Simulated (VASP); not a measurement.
# Co (P6_3/mmc) in VASP: a series of runs, part 2 of 2

VASP 6.6.1. Earlier steps stand in the parts before.

## 4. Single point, PBEsol, collinear spin, ferromagnetic start

This run uses another cell than the first one, of 10.37 Å³/atom.

Input file INCAR:

```
SYSTEM = Co
PREC = Accurate ; ENCUT = 520
EDIFF = 1E-6 ; ISMEAR = 0
SIGMA = 0.1 ; LREAL = .False.
LASPH = .True. ; NELM = 150
ALGO = Normal ; ISIF = 2
LWAVE = .False. ; LCHARG = .True.
ISPIN = 2 ; MAGMOM = 1.78 1.78
LORBIT = 11 ; LMAXMIX = 4
GGA = PS ; LELF = .True.
LVHAR = .True. ; NBANDS = 20
```

Input file KPOINTS:

```
regular mesh
0
Gamma
  18 18 10
  0 0 0
```

Input file POSCAR:

```
Co
1.0
    2.4564141848      0.0000000000      0.0000000000
   -1.2282070924      2.1273170862      0.0000000000
    0.0000000000      0.0000000000      3.9694110044
Co
2
Direct
    0.3333333333      0.6666666667      0.2500000000
    0.6666666667      0.3333333333      0.7500000000
```

Potentials or basis: VASP PAW PBE potentials, release 64 (Co).

The run is started by

```sh
$ cat potpaw_PBE.64/Co/POTCAR > POTCAR
$ mpirun -np 1 vasp_std > vasp.out
```

OUTCAR:

```text
SYSTEM = Co
   PREC = Accurate
   ENCUT = 520
   EDIFF = 1E-6
   ISMEAR = 0
   LREAL = .False.
   LASPH = .True.
   NELM = 150
   ISIF = 2
   ISPIN = 2
   LORBIT = 11
   GGA = PS

 ion  position               nearest neighbor table
   1  0.333  0.667  0.250-   2 2.44   2 2.44   2 2.44   2 2.44   2 2.44   2 2.44
   2  0.667  0.333  0.750-   1 2.44   1 2.44   1 2.44   1 2.44   1 2.44   1 2.44

  LATTYP: Found a hexagonal cell.
 ALAT       =     2.4564141848
 C/A-ratio  =     1.6159371774

  Lattice vectors:

 A1 = (   2.4564141848,   0.0000000000,   0.0000000000)
 A2 = (  -1.2282070924,   2.1273170862,   0.0000000000)
 A3 = (   0.0000000000,   0.0000000000,   3.9694110044)

Analysis of symmetry for initial positions (statically):
=====================================================================
 Subroutine PRICEL returns:
 Original cell was already a primitive cell.

 Routine SETGRP: Setting up the symmetry group for a
 hexagonal supercell.

 Subroutine GETGRP returns: Found 24 space group operations
 (whereof 12 operations were pure point group operations)
 out of a pool of 24 trial point group operations.

[... 1294 lines left out ...]
     20      36.7839      0.00000

 [... further k-points ...]

------------------------ aborting loop because EDIFF is reached ----------------------------------------

  FORCE on cell =-STRESS in cart. coord.  units (eV):
  Direction    XX          YY          ZZ          XY          YZ          ZX
  --------------------------------------------------------------------------------------
  -------------------------------------------------------------------------------------
  Total       -0.1124359     -0.1124359     -0.1299950      0.0000000      0.0000000      0.0000000
  in kB       -8.6847199     -8.6847199    -10.0410077      0.0000000      0.0000000      0.0000000
  external PRESSURE =      -9.1368158 kB  Pullay stress =       0.0000000 kB

 VOLUME and BASIS-vectors are now :
 -----------------------------------------------------------------------------
  energy-cutoff  :      520.00
  volume of cell :       20.74
      direct lattice vectors                 reciprocal lattice vectors
     2.456414185  0.000000000  0.000000000     0.407097470  0.235037834  0.000000000
    -1.228207092  2.127317086  0.000000000     0.000000000  0.470075668  0.000000000
     0.000000000  0.000000000  3.969411004     0.000000000  0.000000000  0.251926545

 POSITION                                       TOTAL-FORCE (eV/Angst)
 -----------------------------------------------------------------------------------
     -0.00000      1.41821      0.99235         0.000000     -0.000000      0.000000
      1.22821      0.70911      2.97706        -0.000000      0.000000      0.000000
 -----------------------------------------------------------------------------------
    total drift:                                0.000000     -0.000000     -0.000000

  FREE ENERGIE OF THE ION-ELECTRON SYSTEM (eV)
  ---------------------------------------------------
  free  energy   TOTEN  =       -15.4783782757 eV

  energy  without entropy=      -15.4698300902  energy(sigma->0) =      -15.47410418

 total charge

# of ion       s       p       d       tot
------------------------------------------
    1        0.508   0.565   7.290   8.363
    2        0.508   0.565   7.290   8.363
--------------------------------------------------
tot          1.016   1.130  14.580  16.726

 magnetization (x)

# of ion       s       p       d       tot
------------------------------------------
    1       -0.015  -0.053   1.644   1.576
    2       -0.015  -0.053   1.644   1.576
--------------------------------------------------
tot         -0.031  -0.105   3.288   3.151
```

OSZICAR:

```text
N       E                     dE             d eps       ncg     rms          rms(c)
DAV:   1     0.830081423562E+02    0.83008E+02   -0.78583E+03 18904   0.120E+03
DAV:   2    -0.133603789916E+02   -0.96369E+02   -0.86546E+02 18000   0.217E+02
DAV:   3    -0.179218409898E+02   -0.45615E+01   -0.43601E+01 20048   0.569E+01
DAV:   4    -0.179916968760E+02   -0.69856E-01   -0.69794E-01 21552   0.619E+00
DAV:   5    -0.179937948174E+02   -0.20979E-02   -0.20978E-02 20688   0.103E+00    0.165E+01
DAV:   6    -0.159162675747E+02    0.20775E+01   -0.80086E+00 20184   0.596E+01    0.707E+00
DAV:   7    -0.155202419978E+02    0.39603E+00   -0.12242E+00 21280   0.210E+01    0.395E+00
DAV:   8    -0.154960116146E+02    0.24230E-01   -0.15806E-02 24144   0.117E+00    0.185E+00
DAV:   9    -0.154789901867E+02    0.17021E-01   -0.22963E-03 30088   0.886E-01    0.565E-01
DAV:  10    -0.154784641463E+02    0.52604E-03   -0.71476E-04 24148   0.377E-01    0.993E-02
DAV:  11    -0.154783877148E+02    0.76431E-04   -0.33426E-05 26664   0.629E-02    0.304E-02
DAV:  12    -0.154783796840E+02    0.80308E-05   -0.46253E-06 19904   0.181E-02    0.176E-02
DAV:  13    -0.154783785573E+02    0.11267E-05   -0.18676E-06 16124   0.174E-02    0.865E-03
DAV:  14    -0.154783782757E+02    0.28164E-06   -0.42969E-07 11352   0.681E-03
   1 F= -.15478378E+02 E0= -.15474104E+02  d E =-.854819E-02  mag=     3.1368
```

stdout:

```text
POSCAR found type information on POSCAR Co
 POSCAR found :  1 types and       2 ions
 scaLAPACK will be used
 -----------------------------------------------------------------------------
|                                                                             |
|                                                                             |
|     You enforced a specific xc type in the INCAR file but a different       |
|     I HOPE YOU KNOW WHAT YOU ARE DOING!                                     |
|                                                                             |
 -----------------------------------------------------------------------------

 LDA part: xc-table for (Slater+PW92), standard interpolation
 POSCAR, INCAR and KPOINTS ok, starting setup
 FFT: planning ... GRIDC
 FFT: planning ... GRID_SOFT
 FFT: planning ... GRID
 WAVECAR not read
 entering main loop
```

Wall time 5 min (1 thread of Intel Xeon 8259CL, shared host); peak memory 0.24 GiB.

Results:

```
Free energy                                           : -15.4784 eV
Pressure                                              : -0.9 GPa
Net moment                                            : 3.14 μB per cell
Site moments                                          : Co +1.58 μB
Valence electrons inside the program's atomic spheres : Co 8.36
```

Stress tensor (GPa, compression positive):
```
-0.87  0.00  0.00
 0.00 -0.87  0.00
 0.00  0.00 -1.00
```

Caveat: the PAW data sets were made with another functional, which shifts forces and pressure a little.

## 5. The runs side by side

```tsv
cell	gap on the mesh (eV)	pressure (GPa)	moment (μB)
a = 2.480, b = 2.480, c = 4.010 Å, angles 90.0, 90.0, 120.0°, 2 atoms	none	-7.6	3.17
a = 2.504, b = 2.504, c = 4.049 Å, angles 90.0, 90.0, 120.0°, 2 atoms	none	-13.2	3.20
a = 2.456, b = 2.456, c = 3.969 Å, angles 90.0, 90.0, 120.0°, 2 atoms	none	-0.9	3.14
```

Alike in all rows: task single point; level PBEsol; potentials or basis VASP PAW PBE potentials, release 64 (Co); spin collinear, ferromagnetic start; k mesh 18 × 18 × 10; cutoff (eV) 520; smearing gaussian 0.1 eV.

Caveats: the PAW data sets were made with another functional, which shifts forces and pressure a little; the cell stands under tension (at least some runs).

Total energies depend on the potentials used, so only differences within one code and one set of settings carry meaning.
